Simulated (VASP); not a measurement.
# TePb (l) (Fm-3m) in VASP: further runs

Runs on TePb (l). Level: LDA. Tasks: single point, relaxation of cell and atoms.

Everything below comes from runs of VASP 6.6.1. Logs are shortened: lines on timing, memory, paths and dates and some standing lists are left out, and cuts for length are marked.

### 1 The cell of the first run

Symmetry: Fm-3m, No. 225, cubic system. Conventional cell: a = 6.381 Å, b = 6.381 Å, c = 6.381 Å, α = 90.00°, β = 90.00°, γ = 90.00°. Te (site symmetry m-3m) has 6 Pb at 3.19 Å within 4.2 Å. Pb (site symmetry m-3m) has 6 Te at 3.19 Å within 4.2 Å.

### 2 Single point, LDA

INCAR

```
SYSTEM = TePb
  PREC = Accurate
  ENCUT = 500
  EDIFF = 1E-6
  ISMEAR = 0
  SIGMA = 0.02
  LREAL = .FALSE.
  LASPH = .TRUE.
  NELM = 120
  ALGO = Normal
  ISIF = 2
  LWAVE = .FALSE.
  LCHARG = .FALSE.
  NBANDS = 17
  GGA_COMPAT = .FALSE.
```

KPOINTS

```
regular mesh
0
G
  8 8 8
  0 0 0
```

POSCAR

```
TePb
1.0
    0.0000000000      3.1904240910      3.1904240910
    3.1904240910      0.0000000000      3.1904240910
    3.1904240910      3.1904240910      0.0000000000
Te Pb
1 1
Direct
    0.0000000000      0.0000000000      0.0000000000
    0.5000000000      0.5000000000      0.5000000000
```

Potentials or basis: VASP PAW LDA potentials, release 64 (Te, Pb_d).

Run with:

```console
$ cat potpaw_LDA.64/Te/POTCAR potpaw_LDA.64/Pb_d/POTCAR > POTCAR
$ mpirun -np 1 vasp_std > vasp.out
```

OUTCAR:

```text
SYSTEM = TePb
   PREC = Accurate
   ENCUT = 500
   EDIFF = 1E-6
   ISMEAR = 0
   LREAL = .FALSE.
   LASPH = .TRUE.
   NELM = 120
   ISIF = 2

 ion  position               nearest neighbor table
   1  0.000  0.000  0.000-   2 3.19   2 3.19   2 3.19   2 3.19   2 3.19   2 3.19
   2  0.500  0.500  0.500-   1 3.19   1 3.19   1 3.19   1 3.19   1 3.19   1 3.19

  LATTYP: Found a face centered cubic cell.
 ALAT       =     6.3808481820

  Lattice vectors:

 A1 = (   0.0000000000,   3.1904240910,   3.1904240910)
 A2 = (   3.1904240910,   0.0000000000,   3.1904240910)
 A3 = (   3.1904240910,   3.1904240910,   0.0000000000)

Analysis of symmetry for initial positions (statically):
=====================================================================
 Subroutine PRICEL returns:
 Original cell was already a primitive cell.

 Routine SETGRP: Setting up the symmetry group for a
 face centered cubic supercell.

 Subroutine GETGRP returns: Found 48 space group operations
 (whereof 48 operations were pure point group operations)
 out of a pool of 48 trial point group operations.

The static configuration has the point symmetry O_h .

Analysis of symmetry for dynamics (positions and initial velocities):
=====================================================================
 Subroutine PRICEL returns:
 Original cell was already a primitive cell.

 Routine SETGRP: Setting up the symmetry group for a
 face centered cubic supercell.

 Subroutine GETGRP returns: Found 48 space group operations
 (whereof 48 operations were pure point group operations)
 out of a pool of 48 trial point group operations.

The dynamic configuration has the point symmetry O_h .

 Subroutine INISYM returns: Found 48 space group operations
 (whereof 48 operations are pure point group operations),
 and found     1 'primitive' translations

----------------------------------------------------------------------------------------

                                     Primitive cell

  volume of cell :      64.9494

  direct lattice vectors                    reciprocal lattice vectors
     0.000000000  3.190424091  3.190424091    -0.156718977  0.156718977  0.156718977
     3.190424091  0.000000000  3.190424091     0.156718977 -0.156718977  0.156718977
     3.190424091  3.190424091  0.000000000     0.156718977  0.156718977 -0.156718977

  length of vectors
     4.511941019  4.511941019  4.511941019     0.271445231  0.271445231  0.271445231

  position of ions in fractional coordinates (direct lattice)
     0.000000000  0.000000000  0.000000000
     0.500000000  0.500000000  0.500000000

  ion indices of the primitive-cell ions
   primitive index   ion index
                 1           1
                 2           2

----------------------------------------------------------------------------------------

 KPOINTS: regular mesh

Automatic generation of k-mesh.
 Grid dimensions read from file:
 generate k-points for:    8    8    8

 Generating k-lattice:

  Cartesian coordinates                     Fractional coordinates (reciprocal lattice)
    -0.019589872  0.019589872  0.019589872     0.125000000  0.000000000  0.000000000
     0.019589872 -0.019589872  0.019589872     0.000000000  0.125000000  0.000000000
     0.019589872  0.019589872 -0.019589872     0.000000000  0.000000000  0.125000000

  Length of vectors
     0.033930654  0.033930654  0.033930654

  Shift w.r.t. Gamma in fractional coordinates (k-lattice)
     0.000000000  0.000000000  0.000000000

 Subroutine IBZKPT returns following result:
 ===========================================

 Found     29 irreducible k-points:

 Following reciprocal coordinates:
            Coordinates               Weight
  0.000000  0.000000  0.000000      1.000000
  0.125000  0.000000  0.000000      8.000000
  0.250000  0.000000  0.000000      8.000000
  0.375000  0.000000  0.000000      8.000000
  0.500000  0.000000  0.000000      4.000000
  0.125000  0.125000  0.000000      6.000000
[... 16 lines left out ...]
  0.500000  0.250000  0.125000     48.000000
 -0.375000  0.250000  0.125000     24.000000
 [... further k-points ...]
   k-points           NKPTS =     29   k-points in BZ     NKDIM =     29   number of bands    NBANDS=     17
   number of dos      NEDOS =    301   number of ions     NIONS =      2
   total plane-waves  NPLWV =  46656
   dimension x,y,z NGX =    36 NGY =   36 NGZ =   36
   dimension x,y,z NGXF=    72 NGYF=   72 NGZF=   72
   ions per type =               1   1
   NGX,Y,Z   is equivalent  to a cutoff of  13.26, 13.26, 13.26 a.u.
   NGXF,Y,Z  is equivalent  to a cutoff of  26.53, 26.53, 26.53 a.u.
 SYSTEM =  TePb
   PREC   = accura    normal or accurate (medium, high low for compatibility)
   ISTART =      0    job   : 0-new  1-cont  2-samecut
   ICHARG =      2    charge: 1-file 2-atom 10-const
   ISPIN  =      1    spin polarized calculation?
   LNONCOLLINEAR =      F non collinear calculations
   LSORBIT =      F    spin-orbit coupling
   LASPH  =      T    aspherical Exc in radial PAW
   ENCUT  =  500.0 eV  36.75 Ry    6.06 a.u.   8.23  8.23  8.23*2*pi/ulx,y,z
   NELM   =    120;   NELMIN=  2; NELMDL= -5     # of ELM steps
   EDIFF  = 0.1E-05   stopping-criterion for ELM
   LREAL  =      F    real-space projection
   EDIFFG = 0.1E-04   stopping-criterion for IOM
   NSW    =      0    number of steps for IOM
   IBRION =     -1    ionic relax: 0-MD 1-quasi-New 2-CG
   NFREE  =      0    steps in history (QN), initial steepest desc. (CG)
   ISIF   =      2    stress and relaxation
   ISYM   =      2    0-nonsym 1-usesym 2-fastsym
   POTIM  = 0.5000    time-step for ionic-motion
   TEBEG  =    0.0;   TEEND  =   0.0 temperature during run
   PSTRESS=    0.0 pullay stress
   NELECT =      20.0000    total number of electrons
   NUPDOWN=      -1.0000    fix difference up-down
   EMIN   =  10.00;   EMAX   =-10.00  energy-range for DOS
   EFERMI =   0.00;   METHOD = LEGACY
   ISMEAR =     0;   SIGMA  =   0.02  broadening in eV -4-tet -1-fermi 0-gaus
   EFERMI_NEDOS =   21; number of points for ismear=-14 and -15
   IALGO  =     38    algorithm
   IMIX   =      4    mixing-type and parameters
     AMIX     =   0.40;   BMIX     =  1.00
     AMIX_MAG =   1.60;   BMIX_MAG =  1.00
  volume/ion in A,a.u.               =      32.47       219.15
  Fermi-wavevector in a.u.,A,eV,Ry     =   1.105503  2.089097 16.628168  1.222136
  Thomas-Fermi vector in A             =   2.241991
   LORBIT       =      0    0 simple, 1 ext, 2 COOP (PROOUT), +10 PAW based schemes
   GGA     = CA    functional components
   LHFCALC =     F    Hartree Fock is set to
   AEXX    =    0.0000 exact exchange contribution
   IVDW    =     0    specifies the selected vdW correction
   LEPSILON=     F    determine dielectric tensor
   LRPA    =     F    only Hartree local field effects (RPA)
 non-spin polarized calculation
 Gauss-broadening in eV      SIGMA  =   0.02
  energy-cutoff  :      500.00
  volume of cell :       64.95
 maximum number of plane-waves:      1676
 NGX is ok and might be reduce to    36
   NGX = 17   NGY = 17   NGZ = 17

 number of electron      19.9999999 magnetization

 Free energy of the ion-electron system (eV)
  ---------------------------------------------------
  ext. energy  EPLUGINS =         0.00000000
  ---------------------------------------------------
  free energy    TOTEN  =        -8.77473212 eV

  energy without entropy =       -8.77473212  energy(sigma->0) =       -8.77473212

 E-fermi :   6.0328     XC(G=0):  -9.7416

 val. band max:        5.9269154088   @ k =   0.5000   0.0000   0.0000
 cond. band min:       6.4814339136   @ k =   0.5000   0.0000   0.0000
 fundamental gap:      0.5545185048
 Fermi energy:         6.0328108452

 k-point     1 :       0.0000    0.0000    0.0000
  band No.  band energies     occupation
      1     -10.8205      2.00000
      2     -10.8205      2.00000
      3     -10.8035      2.00000
      4     -10.8035      2.00000
      5     -10.8035      2.00000
      6      -6.4586      2.00000
[... 9 lines left out ...]
     16      11.6126      0.00000
     17      13.0503      0.00000

 k-point     2 :       0.1250    0.0000    0.0000
  band No.  band energies     occupation
      1     -10.8227      2.00000
      2     -10.8227      2.00000
      3     -10.8031      2.00000
      4     -10.8010      2.00000
      5     -10.8010      2.00000
      6      -6.3174      2.00000
[... 9 lines left out ...]
     16      11.9138      0.00000
     17      14.2031      0.00000

 k-point     3 :       0.2500    0.0000    0.0000
  band No.  band energies     occupation
      1     -10.8289      2.00000
      2     -10.8289      2.00000
      3     -10.8023      2.00000
      4     -10.7940      2.00000
      5     -10.7940      2.00000
      6      -5.9096      2.00000
[... 9 lines left out ...]
     16      12.7279      0.00000
     17      16.2518      0.00000

 k-point     4 :       0.3750    0.0000    0.0000
  band No.  band energies     occupation
      1     -10.8356      2.00000
      2     -10.8356      2.00000
      3     -10.8016      2.00000
      4     -10.7865      2.00000
      5     -10.7865      2.00000
      6      -5.3165      2.00000
[... 9 lines left out ...]
     16      13.9708      0.00000
     17      16.7033      0.00000
[... 343 lines left out ...]
      1     -10.8478      2.00000
      2     -10.8217      2.00000
      3     -10.8051      2.00000
      4     -10.7889      2.00000
      5     -10.7878      2.00000
      6      -5.5669      2.00000
[... 9 lines left out ...]
     16      14.6138      0.00000
     17      14.9048      0.00000

 k-point    23 :       0.5000    0.2500    0.1250
  band No.  band energies     occupation
      1     -10.8546      2.00000
      2     -10.8272      2.00000
      3     -10.8008      2.00000
      4     -10.7875      2.00000
      5     -10.7825      2.00000
      6      -5.0326      2.00000
[... 9 lines left out ...]
     16      14.8303      0.00000
     17      16.0015      0.00000

 k-point    24 :      -0.3750    0.2500    0.1250
  band No.  band energies     occupation
      1     -10.8567      2.00000
      2     -10.8301      2.00000
      3     -10.7967      2.00000
      4     -10.7897      2.00000
      5     -10.7798      2.00000
      6      -4.7053      2.00000
[... 9 lines left out ...]
     16      15.7017      0.00000
     17      16.0031      0.00000

 [... further k-points ...]

------------------------ aborting loop because EDIFF is reached ----------------------------------------

  FORCE on cell =-STRESS in cart. coord.  units (eV):
  Direction    XX          YY          ZZ          XY          YZ          ZX
  --------------------------------------------------------------------------------------
  -------------------------------------------------------------------------------------
  Total        0.0270113      0.0270113      0.0270113     -0.0000000      0.0000000     -0.0000000
  in kB        0.6663179      0.6663179      0.6663179     -0.0000000      0.0000000     -0.0000000
  external PRESSURE =       0.6663179 kB  Pullay stress =       0.0000000 kB

 VOLUME and BASIS-vectors are now :
 -----------------------------------------------------------------------------
  energy-cutoff  :      500.00
  volume of cell :       64.95
      direct lattice vectors                 reciprocal lattice vectors
     0.000000000  3.190424091  3.190424091    -0.156718977  0.156718977  0.156718977
     3.190424091  0.000000000  3.190424091     0.156718977 -0.156718977  0.156718977
     3.190424091  3.190424091  0.000000000     0.156718977  0.156718977 -0.156718977

 POSITION                                       TOTAL-FORCE (eV/Angst)
 -----------------------------------------------------------------------------------
      0.00000      0.00000      0.00000        -0.000000      0.000000      0.000000
      3.19042      3.19042      3.19042         0.000000     -0.000000     -0.000000
 -----------------------------------------------------------------------------------
    total drift:                                0.000000      0.000000      0.000000

  FREE ENERGIE OF THE ION-ELECTRON SYSTEM (eV)
  ---------------------------------------------------
  free  energy   TOTEN  =        -8.7747321213 eV

  energy  without entropy=       -8.7747321213  energy(sigma->0) =       -8.77473212
```

Run time: 43 s. Hardware: 1 thread of Intel Xeon 8259CL, shared host; peak memory 0.18 GiB.

What came out:

- Free energy: -8.7747 eV
- Pressure: 0.1 GPa
- Band gap on the k mesh: 0.55 eV, direct

Levels at points of the mesh, in eV from the valence-band top:
```
           k point  band 6  band 7  band 8  band 9  band 10  band 11  band 12  band 13  band 14  band 15
(0.00, 0.00, 0.00)  -12.39   -5.58   -1.50   -1.50    -1.50     4.02     4.02     4.02     5.69     5.69
(0.50, 0.00, 0.00)  -10.85   -8.85   -1.00   -1.00     0.00     0.55     1.10     1.10     8.33     9.20
(0.50, 0.50, 0.00)  -10.56   -7.42   -4.83   -3.04    -3.04     3.08     5.52     5.52     6.82    10.17
```

Caveat: spin-orbit coupling is left out, which moves the levels of the heavy elements. A k mesh can miss the band edges.

[end of part 1 of 2]
